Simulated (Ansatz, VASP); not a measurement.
One calculation of GaAs, two programs

Contents of INCAR:

```
PREC = Accurate ; ENCUT = 500
EDIFF = 1E-6 ; ISMEAR = 0
SIGMA = 0.01 ; LREAL = F
LASPH = T ; NELM = 120
ALGO = Normal ; ISIF = 2
LWAVE = F ; LCHARG = F
NBANDS = 16 ; GGA_COMPAT = F
```

The input KPOINTS:

```
regular mesh
0
Gamma
  8 8 8
```

File POSCAR:

```
GaAs
1.0
    2.7776029731      2.7776029731      0.0000000000
   -2.7776029731      2.7776029731      0.0000000000
    0.0000000000      2.7776029731      2.7776029731
Ga As
1 1
Direct
    0.0000000000      0.0000000000      0.0000000000
    0.7500000000      0.2500000000      0.5000000000
```

Input for Ansatz:

```yaml
crystal:
  lattice:
    - [2.77760297309, 2.77760297309, 0.0]
    - [-2.77760297309, 2.77760297309, 0.0]
    - [0.0, 2.77760297309, 2.77760297309]
  atoms:
    - { symbol: Ga, position: [0.0, 0.0, 0.0] }
    - { symbol: As, position: [0.75, 0.25, 0.5] }
kpoints:
  mp_grid: { grid: [8, 8, 8] }
scf:
  occupations: { method: fixed }
  convergence: { dr2_threshold: 1.0e-10 }
hamiltonian:
  xc: lda
  pseudopotentials: { kind: all_electron, lapw: { basis_error: 0.0005 } }
output:
  forces: true
  stress: true
  eigenstates:
    kpoints:
      - [0.0, 0.0, 0.0]
      - [0.5, 0.0, 0.0]
      - [0.0, 0.5, 0.5]
      - [0.0, -0.5, 0.0]
      - [0.5, 0.0, 0.5]
      - [0.431025135, -0.431025135, 0.0]
      - [0.431025135, 0.431025135, 0.431025136]
      - [0.0, 0.0, 0.431025135]
      - [-0.5, -0.5, -0.5]
      - [-0.5, 0.5, 0.0]
      - [0.0, 0.0, -0.5]
  eigenvalues: true
```

Alike in both runs: task single point; functional LDA; k mesh 8 × 8 × 8; no spin polarisation.

|  | VASP | Ansatz |
| --- | --- | --- |
| version | VASP 6.6.1 | Ansatz 0.2.0 |
| potentials or method | VASP PAW LDA potentials, release 64 (Ga_d, As), cutoff 500 eV | all-electron LAPW, scalar-relativistic |
| occupations | gaussian, width 0.01 eV | fixed |

```csv
,VASP,Ansatz,Ansatz less VASP
gap on the k mesh at the Fermi level (eV),0.73,0.68,-0.053
pressure (GPa),2.4,2.0,-0.33
```

LDA's correlation is that of Perdew and Zunger in VASP and of Perdew and Wang (1992) in Ansatz. Ansatz ran all-electron here, and VASP with PAW potentials.
